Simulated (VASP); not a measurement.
# Si2MoN4 in VASP: single point with LDA

Aim: the single point of Si2MoN4 with LDA.

Program: VASP 6.6.1. These are calculated values, not measurements. Logs are shortened: lines on timing, memory, paths and dates and some standing lists are left out, and cuts for length are marked.

## Step 1: The cell of the first run

The cell holds a sheet with vacuum, 7 atoms: a = 2.874 Å, b = 2.874 Å, c = 37.800 Å, α = 90.00°, β = 90.00°, γ = 120.00°.

## Step 2: Single point, LDA

The input, INCAR:

```
SYSTEM = Si2MoN4
PREC = Accurate
ENCUT = 520
EDIFF = 1E-6
ISMEAR = 0
SIGMA = 0.03
LREAL = .False.
LASPH = .True.
NELM = 120
ALGO = Normal
ISIF = 2
LWAVE = .False.
LCHARG = .False.
LDIPOL = .True.
IDIPOL = 3
DIPOL = 0.5 0.5 0.278
GGA = CA
NBANDS = 30
GGA_COMPAT = .False.
NELMDL = -8
```

The input, KPOINTS:

```
Automatic mesh
0
Gamma
  18 18 1
  0 0 0
```

The input, POSCAR:

```
Si2MoN4
1.0
    2.8738533911      0.0000000000      0.0000000000
   -1.4369266955      2.4888300434      0.0000000000
    0.0000000000      0.0000000000     37.8000000028
N Si Mo
4 2 1
Direct
    0.3333333333      0.6666666667      0.1864150123
    0.6666666667      0.3333333333      0.2452625597
    0.6666666667      0.3333333333      0.3102929959
    0.3333333333      0.6666666667      0.3691405432
    0.6666666667      0.3333333333      0.1995104840
    0.6666666667      0.3333333333      0.3560450715
    0.0000000000      0.0000000000      0.2777777778
```

Potentials or basis: VASP PAW LDA potentials, release 64 (N, Si, Mo_sv).

On the command line:

```console
cat potpaw_LDA.64/N/POTCAR potpaw_LDA.64/Si/POTCAR potpaw_LDA.64/Mo_sv/POTCAR > POTCAR
mpirun -np 1 vasp_std > vasp.out
```

OUTCAR:

```text
SYSTEM = Si2MoN4
   PREC = Accurate
   ENCUT = 520
   EDIFF = 1E-6
   ISMEAR = 0
   LREAL = .False.
   LASPH = .True.
   NELM = 120
   ISIF = 2
   GGA = CA
   NELMDL = -8

 ion  position               nearest neighbor table
   1  0.333  0.667  0.186-   5 1.73   5 1.73   5 1.73
   2  0.667  0.333  0.245-   5 1.73   7 2.06   7 2.06   7 2.06
   3  0.667  0.333  0.310-   6 1.73   7 2.06   7 2.06   7 2.06
   4  0.333  0.667  0.369-   6 1.73   6 1.73   6 1.73
   5  0.667  0.333  0.200-   2 1.73   1 1.73   1 1.73   1 1.73
   6  0.667  0.333  0.356-   3 1.73   4 1.73   4 1.73   4 1.73
   7  0.000  0.000  0.278-   2 2.06   3 2.06   2 2.06   3 2.06   2 2.06   3 2.06

  LATTYP: Found a hexagonal cell.
 ALAT       =     2.8738533911
 C/A-ratio  =    13.1530718024

  Lattice vectors:

 A1 = (   2.8738533911,   0.0000000000,   0.0000000000)
 A2 = (  -1.4369266955,   2.4888300434,   0.0000000000)
 A3 = (   0.0000000000,   0.0000000000,  37.8000000028)

Analysis of symmetry for initial positions (statically):
=====================================================================
 Subroutine PRICEL returns:
 Original cell was already a primitive cell.

 Routine SETGRP: Setting up the symmetry group for a
 hexagonal supercell.

 Subroutine GETGRP returns: Found 12 space group operations
 (whereof  6 operations were pure point group operations)
 out of a pool of 24 trial point group operations.

The static configuration has the point symmetry C_3v.
 The point group associated with its full space group is D_3h.

Analysis of symmetry for dynamics (positions and initial velocities):
=====================================================================
 Subroutine PRICEL returns:
 Original cell was already a primitive cell.

 Routine SETGRP: Setting up the symmetry group for a
 hexagonal supercell.

 Subroutine GETGRP returns: Found 12 space group operations
 (whereof  6 operations were pure point group operations)
 out of a pool of 24 trial point group operations.

The dynamic configuration has the point symmetry C_3v.
 The point group associated with its full space group is D_3h.

 Subroutine INISYM returns: Found 12 space group operations
 (whereof  6 operations are pure point group operations),
 and found     1 'primitive' translations

----------------------------------------------------------------------------------------

                                     Primitive cell

  volume of cell :     270.3657

  direct lattice vectors                    reciprocal lattice vectors
     2.873853391  0.000000000  0.000000000     0.347964862  0.200897607  0.000000000
    -1.436926695  2.488830043  0.000000000     0.000000000  0.401795214  0.000000000
     0.000000000  0.000000000 37.800000003     0.000000000  0.000000000  0.026455026

  length of vectors
     2.873853391  2.873853391 37.800000003     0.401795214  0.401795214  0.026455026

  position of ions in fractional coordinates (direct lattice)
     0.333333333  0.666666667  0.186415012
     0.666666667  0.333333333  0.245262560
     0.666666667  0.333333333  0.310292996
     0.333333333  0.666666667  0.369140543
     0.666666667  0.333333333  0.199510484
     0.666666667  0.333333333  0.356045071
     0.000000000  0.000000000  0.277777778

  ion indices of the primitive-cell ions
   primitive index   ion index
                 1           1
                 2           2
                 3           3
                 4           4
                 5           5
                 6           6
                 7           7

----------------------------------------------------------------------------------------

 KPOINTS: Automatic mesh

Automatic generation of k-mesh.
 Grid dimensions read from file:
 generate k-points for:   18   18    1

 Generating k-lattice:

  Cartesian coordinates                     Fractional coordinates (reciprocal lattice)
     0.019331381  0.011160978  0.000000000     0.055555556  0.000000000  0.000000000
     0.000000000  0.022321956  0.000000000     0.000000000  0.055555556  0.000000000
     0.000000000  0.000000000  0.026455026     0.000000000  0.000000000  1.000000000

  Length of vectors
     0.022321956  0.022321956  0.026455026

  Shift w.r.t. Gamma in fractional coordinates (k-lattice)
     0.000000000  0.000000000  0.000000000

 Subroutine IBZKPT returns following result:
 ===========================================

 Found     37 irreducible k-points:

 Following reciprocal coordinates:
            Coordinates               Weight
  0.000000  0.000000  0.000000      1.000000
  0.055556  0.000000  0.000000      6.000000
  0.111111  0.000000  0.000000      6.000000
  0.166667  0.000000  0.000000      6.000000
  0.222222  0.000000  0.000000      6.000000
  0.277778  0.000000  0.000000      6.000000
[... 16 lines left out ...]
  0.333333  0.111111  0.000000     12.000000
  0.388889  0.111111  0.000000     12.000000
 [... further k-points ...]
   k-points           NKPTS =     37   k-points in BZ     NKDIM =     37   number of bands    NBANDS=     30
   number of dos      NEDOS =    301   number of ions     NIONS =      7
   total plane-waves  NPLWV = 165888
   dimension x,y,z NGX =    24 NGY =   24 NGZ =  288
   dimension x,y,z NGXF=    48 NGYF=   48 NGZF=  576
   ions per type =               4   2   1
   NGX,Y,Z   is equivalent  to a cutoff of  13.88, 13.88, 12.67 a.u.
   NGXF,Y,Z  is equivalent  to a cutoff of  27.77, 27.77, 25.33 a.u.
 SYSTEM =  Si2MoN4
   PREC   = accura    normal or accurate (medium, high low for compatibility)
   ISTART =      0    job   : 0-new  1-cont  2-samecut
   ICHARG =      2    charge: 1-file 2-atom 10-const
   ISPIN  =      1    spin polarized calculation?
   LNONCOLLINEAR =      F non collinear calculations
   LSORBIT =      F    spin-orbit coupling
   LASPH  =      T    aspherical Exc in radial PAW
   ENCUT  =  520.0 eV  38.22 Ry    6.18 a.u.   5.34  5.34 70.28*2*pi/ulx,y,z
   NELM   =    120;   NELMIN=  2; NELMDL= -8     # of ELM steps
   EDIFF  = 0.1E-05   stopping-criterion for ELM
   LREAL  =      F    real-space projection
   EDIFFG = 0.1E-04   stopping-criterion for IOM
   NSW    =      0    number of steps for IOM
   IBRION =     -1    ionic relax: 0-MD 1-quasi-New 2-CG
   NFREE  =      0    steps in history (QN), initial steepest desc. (CG)
   ISIF   =      2    stress and relaxation
   ISYM   =      2    0-nonsym 1-usesym 2-fastsym
   POTIM  = 0.5000    time-step for ionic-motion
   TEBEG  =    0.0;   TEEND  =   0.0 temperature during run
   PSTRESS=    0.0 pullay stress
   NELECT =      42.0000    total number of electrons
   NUPDOWN=      -1.0000    fix difference up-down
   EMIN   =  10.00;   EMAX   =-10.00  energy-range for DOS
   EFERMI =   0.00;   METHOD = LEGACY
   ISMEAR =     0;   SIGMA  =   0.03  broadening in eV -4-tet -1-fermi 0-gaus
   EFERMI_NEDOS =   21; number of points for ismear=-14 and -15
   IALGO  =     38    algorithm
   IMIX   =      4    mixing-type and parameters
     AMIX     =   0.40;   BMIX     =  1.00
     AMIX_MAG =   1.60;   BMIX_MAG =  1.00
  volume/ion in A,a.u.               =      38.62       260.65
  Fermi-wavevector in a.u.,A,eV,Ry     =   0.880050  1.663053 10.537550  0.774488
  Thomas-Fermi vector in A             =   2.000357
   LORBIT       =      0    0 simple, 1 ext, 2 COOP (PROOUT), +10 PAW based schemes
   GGA     = CA    functional components
   LHFCALC =     F    Hartree Fock is set to
   AEXX    =    0.0000 exact exchange contribution
   IVDW    =     0    specifies the selected vdW correction
   LEPSILON=     F    determine dielectric tensor
   LRPA    =     F    only Hartree local field effects (RPA)
 non-spin polarized calculation
 Gauss-broadening in eV      SIGMA  =   0.03
  energy-cutoff  :      520.00
  volume of cell :      270.37
 maximum number of plane-waves:      7377
 NGX is ok and might be reduce to    24
   NGX = 11   NGY = 11   NGZ =141

 number of electron      41.9999997 magnetization

 dipolmoment           0.000000      0.000000      0.000000 electrons x Angstroem

 Free energy of the ion-electron system (eV)
  ---------------------------------------------------
  ext. energy  EPLUGINS =         0.00000000
  ---------------------------------------------------
  free energy    TOTEN  =       -68.34935954 eV

  energy without entropy =      -68.34935954  energy(sigma->0) =      -68.34935954

 E-fermi :  -1.6084     XC(G=0):  -3.4080

 val. band max:       -1.8116492612   @ k =   0.0000   0.0000   0.0000
 cond. band min:      -0.0484072721   @ k =   0.3333   0.3333   0.0000
 fundamental gap:      1.7632419891
 Fermi energy:        -1.6084111073

 k-point     1 :       0.0000    0.0000    0.0000
  band No.  band energies     occupation
      1     -62.8445      2.00000
      2     -37.1952      2.00000
      3     -36.7152      2.00000
      4     -36.7152      2.00000
      5     -20.7343      2.00000
      6     -20.6232      2.00000
[... 22 lines left out ...]
     29       3.5908      0.00000
     30       3.8013      0.00000

 k-point     2 :       0.0556    0.0000    0.0000
  band No.  band energies     occupation
      1     -62.8402      2.00000
      2     -37.1885      2.00000
      3     -36.7487      2.00000
      4     -36.7223      2.00000
      5     -20.6808      2.00000
      6     -20.5724      2.00000
[... 22 lines left out ...]
     29       3.6858      0.00000
     30       3.8799      0.00000

 k-point     3 :       0.1111    0.0000    0.0000
  band No.  band energies     occupation
      1     -62.8280      2.00000
      2     -37.1692      2.00000
      3     -36.8444      2.00000
      4     -36.7427      2.00000
      5     -20.5219      2.00000
      6     -20.4215      2.00000
[... 682 lines left out ...]
     29       5.6094      0.00000
     30       6.4867      0.00000

 k-point    24 :       0.3889    0.1111    0.0000
  band No.  band energies     occupation
      1     -62.7017      2.00000
      2     -37.6935      2.00000
      3     -37.0167      2.00000
      4     -36.9680      2.00000
      5     -18.0700      2.00000
      6     -18.0476      2.00000
[... 22 lines left out ...]
     29       5.8005      0.00000
     30       6.7018      0.00000

 [... further k-points ...]

------------------------ aborting loop because EDIFF is reached ----------------------------------------

 vacuum level on the upper side and lower side of the slab       (xc-potential included)        -0.010        -0.010

  FORCE on cell =-STRESS in cart. coord.  units (eV):
  Direction    XX          YY          ZZ          XY          YZ          ZX
  --------------------------------------------------------------------------------------
  -------------------------------------------------------------------------------------
  Total        0.3639917      0.3639917      0.2953729      0.0000000      0.0000000      0.0000000
  in kB        2.1570014      2.1570014      1.7503691      0.0000000      0.0000000      0.0000000
  external PRESSURE =       2.0214573 kB  Pullay stress =       0.0000000 kB

 VOLUME and BASIS-vectors are now :
 -----------------------------------------------------------------------------
  energy-cutoff  :      520.00
  volume of cell :      270.37
      direct lattice vectors                 reciprocal lattice vectors
     2.873853391  0.000000000  0.000000000     0.347964862  0.200897607  0.000000000
    -1.436926695  2.488830043  0.000000000     0.000000000  0.401795214  0.000000000
     0.000000000  0.000000000 37.800000003     0.000000000  0.000000000  0.026455026

 POSITION                                       TOTAL-FORCE (eV/Angst)
 -----------------------------------------------------------------------------------
     -0.00000      1.65922      7.04649        -0.000000     -0.000000     -0.016048
      1.43693      0.82961      9.27092        -0.000000      0.000000     -0.048428
      1.43693      0.82961     11.72908        -0.000000     -0.000000      0.048428
     -0.00000      1.65922     13.95351         0.000000     -0.000000      0.016048
      1.43693      0.82961      7.54150        -0.000000      0.000000     -0.022521
      1.43693      0.82961     13.45850        -0.000000      0.000000      0.022521
      0.00000      0.00000     10.50000        -0.000000      0.000000     -0.000000
 -----------------------------------------------------------------------------------
    total drift:                                0.000000     -0.000000      0.000006

  FREE ENERGIE OF THE ION-ELECTRON SYSTEM (eV)
  ---------------------------------------------------
  free  energy   TOTEN  =       -68.3493595425 eV

  energy  without entropy=      -68.3493595425  energy(sigma->0) =      -68.34935954

 vacuum level on the upper side and lower side of the slab         3.743         3.743
```

Run time: 15 min. Hardware: 1 thread of Oxide Virtual Turin-like, shared host; peak memory 0.46 GiB.

What came out:

| Property | Result |
| --- | --- |
| Free energy | -68.3494 eV |
| Largest force | 0.048 eV/Å |
| Band gap on the k mesh | 1.76 eV (least direct gap 2.15 eV) |

Forces on the atoms (eV/Å):
```
N    0.000  0.000 -0.016
N    0.000  0.000 -0.048
N    0.000  0.000  0.048
N    0.000  0.000  0.016
Si   0.000  0.000 -0.023
Si   0.000  0.000  0.023
Mo   0.000  0.000  0.000
```

Levels at points of the mesh, in eV from the valence-band top:
| k point | band 17 | band 18 | band 19 | band 20 | band 21 | band 22 | band 23 | band 24 | band 25 | band 26 |
| --- | --- | --- | --- | --- | --- | --- | --- | --- | --- | --- |
| (0.00, 0.00, 0.00) | -3.83 | -2.71 | -2.71 | -2.42 | 0.00 | 2.85 | 2.85 | 3.14 | 3.14 | 4.24 |
| (0.50, 0.00, 0.00) | -4.27 | -2.82 | -2.06 | -1.99 | -1.09 | 2.32 | 2.83 | 3.22 | 3.58 | 4.98 |
